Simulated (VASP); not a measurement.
# Ru (P6_3/mmc) in VASP: further runs, part 2 of 2

VASP 6.6.1. The steps go on from the part before.

### 3 Single point, r2SCAN+rVV10

This run uses another cell than the first one, of 13.39 Å³/atom.

Input file POSCAR:

```
Ru
1.0
    2.6947838697      0.0000000000      0.0000000000
   -1.3473919349      2.3337512889      0.0000000000
    0.0000000000      0.0000000000      4.2582128405
Ru
2
Direct
    0.6666666667      0.3333333333      0.7500000000
    0.3333333333      0.6666666667      0.2500000000
```

Input file INCAR.step1:

```
SYSTEM = Ru
  PREC = Accurate
  ENCUT = 520
  ISMEAR = -1
  SIGMA = 0.05
  LREAL = .False.
  LASPH = .True.
  NELM = 100
  NBANDS = 21
  GGA = PE
  ALGO = Normal
  EDIFF = 1E-4
  LWAVE = .True.
  LCHARG = .False.
```

Input file INCAR.step2:

```
SYSTEM = Ru
  PREC = Accurate
  ENCUT = 520
  EDIFF = 1E-6
  ISMEAR = -1
  SIGMA = 0.05
  LREAL = .False.
  LASPH = .True.
  NELM = 100
  ALGO = Normal
  ISIF = 2
  LWAVE = .False.
  LCHARG = .False.
  METAGGA = R2SCAN
  LMIXTAU = .True.
  LUSE_VDW = .True.
  IVDW_NL = 2
  BPARAM = 11.95
  CPARAM = 0.0093
  NBANDS = 21
  ISTART = 1
```

Input file KPOINTS:

```
regular mesh
0
Gamma
  11 11 6
  0 0 0
```

Potentials or basis: VASP PAW PBE potentials, release 64 (Ru_pv).

Command:

```bash
> cat potpaw_PBE.64/Ru_pv/POTCAR > POTCAR
> cp INCAR.step1 INCAR
> mpirun -np 1 vasp_std > vasp.out
> cp INCAR.step2 INCAR
> mpirun -np 1 vasp_std > vasp.out
```

OUTCAR:

```text
SYSTEM = Ru
   PREC = Accurate
   ENCUT = 520
   EDIFF = 1E-6
   ISMEAR = -1
   LREAL = .False.
   LASPH = .True.
   NELM = 100
   ISIF = 2
   METAGGA = R2SCAN
   IVDW_NL = 2
   BPARAM = 11.95
   ISTART = 1

 ion  position               nearest neighbor table
   1  0.667  0.333  0.750-   2 2.64   2 2.64   2 2.64   2 2.64   2 2.64   2 2.64
   2  0.333  0.667  0.250-   1 2.64   1 2.64   1 2.64   1 2.64   1 2.64   1 2.64

  LATTYP: Found a hexagonal cell.
 ALAT       =     2.6947838697
 C/A-ratio  =     1.5801685947

  Lattice vectors:

 A1 = (   2.6947838697,   0.0000000000,   0.0000000000)
 A2 = (  -1.3473919349,   2.3337512889,   0.0000000000)
 A3 = (   0.0000000000,   0.0000000000,   4.2582128405)

Analysis of symmetry for initial positions (statically):
=====================================================================
 Subroutine PRICEL returns:
 Original cell was already a primitive cell.

 Routine SETGRP: Setting up the symmetry group for a
 hexagonal supercell.

 Subroutine GETGRP returns: Found 24 space group operations
 (whereof 12 operations were pure point group operations)
[... 164 lines left out ...]
  free energy    TOTEN  =       -50.37601428 eV

  energy without entropy =      -50.36027003  energy(sigma->0) =      -50.36814215

 E-fermi :  12.9053     XC(G=0): -15.5323

 val. band max:       12.8824074720   @ k =   0.2727  -0.0000   0.0000
 cond. band min:      12.9214042936   @ k =   0.3636   0.0909   0.3333
 fundamental gap:      0.0389968216
 Fermi energy:        12.9053052232

 k-point     1 :       0.0000    0.0000    0.0000
  band No.  band energies     occupation
      1     -32.1657      2.00000
      2     -31.1119      2.00000
      3     -31.1119      2.00000
      4     -30.9195      2.00000
      5     -30.9195      2.00000
      6     -30.8705      2.00000
[... 565 lines left out ...]
     20      21.3729      0.00000
     21      25.4292      0.00000

 [... further k-points ...]

------------------------ aborting loop because EDIFF is reached ----------------------------------------

  FORCE on cell =-STRESS in cart. coord.  units (eV):
  Direction    XX          YY          ZZ          XY          YZ          ZX
  --------------------------------------------------------------------------------------
  -------------------------------------------------------------------------------------
  Total        0.3400237      0.3400237      0.3687503     -0.0000000      0.0000000     -0.0000000
  in kB       20.3429456     20.3429456     22.0616025     -0.0000000      0.0000000     -0.0000000
  external PRESSURE =      20.9158312 kB  Pullay stress =       0.0000000 kB

 VOLUME and BASIS-vectors are now :
 -----------------------------------------------------------------------------
  energy-cutoff  :      520.00
  volume of cell :       26.78
      direct lattice vectors                 reciprocal lattice vectors
     2.694783870  0.000000000  0.000000000     0.371087274  0.214247337  0.000000000
    -1.347391935  2.333751289  0.000000000     0.000000000  0.428494675  0.000000000
     0.000000000  0.000000000  4.258212840     0.000000000  0.000000000  0.234840304

 POSITION                                       TOTAL-FORCE (eV/Angst)
 -----------------------------------------------------------------------------------
      1.34739      0.77792      3.19366        -0.000000      0.000000      0.000000
     -0.00000      1.55583      1.06455         0.000000      0.000000      0.000000
 -----------------------------------------------------------------------------------
    total drift:                               -0.000000      0.000000     -0.000000

  FREE ENERGIE OF THE ION-ELECTRON SYSTEM (eV)
  ---------------------------------------------------
  free  energy   TOTEN  =       -50.3760142783 eV

  energy  without entropy=      -50.3602700303  energy(sigma->0) =      -50.36814215
```

OUTCAR.step1:

```text
SYSTEM = Ru
   PREC = Accurate
   ENCUT = 520
   ISMEAR = -1
   LREAL = .False.
   LASPH = .True.
[... 800 lines left out ...]
      1.34739      0.77792      3.19366         0.000000     -0.000000      0.000000
     -0.00000      1.55583      1.06455        -0.000000      0.000000      0.000000
 -----------------------------------------------------------------------------------
    total drift:                               -0.000000      0.000000     -0.000000

  FREE ENERGIE OF THE ION-ELECTRON SYSTEM (eV)
  ---------------------------------------------------
  free  energy   TOTEN  =       -18.4437019754 eV

  energy  without entropy=      -18.4272243239  energy(sigma->0) =      -18.43546315
```

OSZICAR.step1:

```text
N       E                     dE             d eps       ncg     rms          rms(c)
DAV:   1     0.284041593904E+03    0.28404E+03   -0.17445E+04  2696   0.148E+03
DAV:   2    -0.141117053361E+02   -0.29815E+03   -0.28941E+03  2768   0.443E+02
DAV:   3    -0.197297440957E+02   -0.56180E+01   -0.55886E+01  3193   0.682E+01
DAV:   4    -0.197723018518E+02   -0.42558E-01   -0.42502E-01  3357   0.567E+00
DAV:   5    -0.197729008279E+02   -0.59898E-03   -0.59296E-03  3059   0.568E-01    0.184E+01
DAV:   6    -0.185332745564E+02    0.12396E+01   -0.27479E+00  3083   0.163E+01    0.511E+00
DAV:   7    -0.184512365752E+02    0.82038E-01   -0.43122E-01  3063   0.496E+00    0.109E+00
DAV:   8    -0.184442993028E+02    0.69373E-02   -0.18377E-02  2958   0.108E+00    0.404E-01
DAV:   9    -0.184436933112E+02    0.60599E-03   -0.11840E-03  2998   0.369E-01    0.346E-02
DAV:  10    -0.184437019754E+02   -0.86642E-05   -0.67345E-05  1754   0.867E-02
   1 F= -.18443702E+02 E0= -.18435463E+02  d E =-.164777E-01
```

It took 3.2 min on 1 thread of Intel Xeon 8259CL, shared host; peak memory 0.23 GiB.

What came out:

* Free energy: -50.3760 eV
* Pressure: 2.1 GPa
* Band gap on the k mesh: zero (bands 14 and 15 overlap by 3.28 eV)

Caveat: an empty level that is flat over the whole mesh can mark a ghost state of the potentials, or a narrow d or f band; the PAW data sets were made with another functional, which shifts forces and pressure a little.

### 4 Relaxation of cell and atoms, PBEsol+D3(BJ)

This run uses another cell than the first one, of 13.57 Å³/atom.

Input file INCAR:

```
PREC = Accurate ; ENCUT = 600
EDIFF = 1E-6 ; ISMEAR = -1
SIGMA = 0.05 ; LREAL = F
LASPH = T ; NELM = 80
ALGO = Normal ; ISIF = 3
LWAVE = F ; LCHARG = F
GGA = PS ; IVDW = 12
IBRION = 2 ; NSW = 60
EDIFFG = -0.01
```

Input file KPOINTS:

```
regular mesh
0
Gamma
  11 11 6
```

Input file POSCAR:

```
Ru
1.0
    2.7058000000      0.0000000000      0.0000000000
   -1.3529000000      2.3432915376      0.0000000000
    0.0000000000      0.0000000000      4.2819000000
Ru
2
Direct
    0.6666666667      0.3333333333      0.7500000000
    0.3333333333      0.6666666667      0.2500000000
```

Command:

```bash
> cat potpaw_PBE.64/Ru_pv/POTCAR > POTCAR
> mpirun -np 1 vasp_std > vasp.out
```

Wall time 3.3 min (1 thread of Intel Xeon 8259CL, shared host); peak memory 0.2 GiB.

It converged, with:

- Free energy: -21.5636 eV
- Relaxed volume: 13.04 Å³/atom
- Relaxed cell: a = 2.670 Å, b = 2.670 Å, c = 4.227 Å, α = 90.00°, β = 90.00°, γ = 120.00°
- Space group after relaxing (to 0.1 Å): P6_3/mmc (No. 194)
- Energy gained by relaxing: 23.0 meV/atom
- Ionic steps: 13
- Pressure after relaxing: 0.0 GPa
- Band gap on the k mesh: zero (bands 14 and 15 overlap by 3.27 eV)
- Dispersion energy per atom: -0.619 eV

Stress tensor (GPa, compression positive):
```
-0.03  0.00  0.00
 0.00 -0.03  0.00
 0.00  0.00  0.06
```

Step by step:
```csv
step,energy change (eV),largest force (eV/Å),pressure (GPa),volume (Å³)
1,0.0000,0.0000,-13.35,27.15
2,0.5166,0.0000,64.65,22.94
3,-0.0458,0.0000,-0.80,26.15
4,-0.0459,0.0000,-0.12,26.10
5,-0.0459,0.0000,0.15,26.08
6,-0.0459,0.0000,-0.55,26.12
7,-0.0460,0.0000,-0.10,26.10
8,-0.0460,0.0000,-0.14,26.10
9,-0.0460,0.0000,-0.27,26.11
10,-0.0460,0.0000,-0.22,26.10
11,-0.0460,0.0000,-0.19,26.10
12,-0.0460,0.0000,0.48,26.06
13,-0.0460,0.0000,0.00,26.09
```

Final structure:
```yaml
crystal:
  lattice:
    - [2.66954, 0.00000, 0.00000]
    - [-1.33477, 2.31189, 0.00000]
    - [0.00000, 0.00000, 4.22730]
  atoms:
    - { symbol: Ru, position: [0.66667, 0.33333, 0.75000] }
    - { symbol: Ru, position: [0.33333, 0.66667, 0.25000] }
```

Levels at points of the mesh, in eV from the Fermi level:
```csv
k point,band 10,band 11,band 12,band 13,band 14,band 15,band 16,band 17,band 18
"(0.00, 0.00, 0.00)",-2.70,-2.51,-1.97,-1.97,-1.40,-1.40,1.34,1.34,1.35
"(0.00, 0.00, 0.50)",-2.87,-2.87,-2.87,-2.80,-2.80,0.67,0.67,0.67,0.67
```

Caveat: the PAW data sets were made with another functional, which shifts forces and pressure a little.

### 5 The runs side by side

```tsv
task	level	potentials or basis	cell	cutoff (eV)	gap on the mesh (eV)	pressure (GPa)
single point	LDA	VASP PAW LDA potentials, release 64 (Ru_pv)	a = 2.759, b = 2.759, c = 4.366 Å, angles 90.0, 90.0, 120.0°, 2 atoms	520	none	-27.0
single point	r2SCAN+rVV10	VASP PAW PBE potentials, release 64 (Ru_pv)	a = 2.695, b = 2.695, c = 4.258 Å, angles 90.0, 90.0, 120.0°, 2 atoms	520	none	2.1
relaxation of cell and atoms	PBEsol+D3(BJ)	VASP PAW PBE potentials, release 64 (Ru_pv)	relaxed from a = 2.706, b = 2.706, c = 4.282 Å, angles 90.0, 90.0, 120.0°, 2 atoms	600	none	0.0
```

Alike in all rows: no spin polarisation; k mesh 11 × 11 × 6; smearing fermi-dirac 0.05 eV.

Caveats: the PAW data sets were made with another functional, which shifts forces and pressure a little (at least some runs); the cell stands under tension (at least some runs); an empty level that is flat over the whole mesh can mark a ghost state of the potentials, or a narrow d or f band (at least some runs).

Total energies depend on the potentials used, so only differences within one code and one set of settings carry meaning.
